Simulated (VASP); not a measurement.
Ca3H2Pt, 6 atoms in the cell. Symmetry: R-3m, No. 166, trigonal system. Conventional cell: a = 5.416 Å, b = 5.416 Å, c = 12.791 Å, α = 90.00°, β = 90.00°, γ = 120.00°. Ca (site symmetry 2/m) has 2 Pt at 2.64 Å and 4 Ca at 2.71 Å and 6 H at 3.08 to 3.15 Å within 3.5 Å. Within 4.1 Å of H (site symmetry 3m) lie 9 Ca at 3.08 to 3.15 Å and 3 Pt at 3.17 Å and 4 H at 3.22 to 3.30 Å. Pt (site symmetry -3m) has 6 Ca at 2.64 Å and 6 H at 3.17 Å within 3.5 Å. The cell was built from a structure type or drawn by symmetry, and may not be a known phase.

| Quantity | Value |
| --- | --- |
| Program | VASP 6.6.1 |
| Task | single point |
| Functional | PBE |
| Potentials or basis | VASP PAW PBE potentials, release 64 (Ca_sv, H, Pt) |
| Cutoff | 520 eV |
| k mesh | 6 × 6 × 6 |
| Occupations | gaussian, width 0.1 eV |
| Spin | no spin polarisation |
| Dipole correction | no |
| Further INCAR settings | ALGO = Normal; EDIFF = 1e-07; NBANDS = 30 |

Potentials or basis: VASP PAW PBE potentials, release 64 (Ca_sv, H, Pt).

The run is started by

```console
$ cat potpaw_PBE.64/Ca_sv/POTCAR potpaw_PBE.64/H/POTCAR potpaw_PBE.64/Pt/POTCAR > POTCAR
$ mpirun -np 1 vasp_std > vasp.out
```

Hardware: 1 thread of Intel(R) Xeon(R) 6975P-C (Granite Rapids), with other jobs on the host.

Question: How long does it take, and how much memory?

Answer: Wall time 56 s on 1 thread of Intel(R) Xeon(R) 6975P-C (Granite Rapids) (shared host), peak memory 0.3 GiB. Counts: scf iterations 16, k points 32.
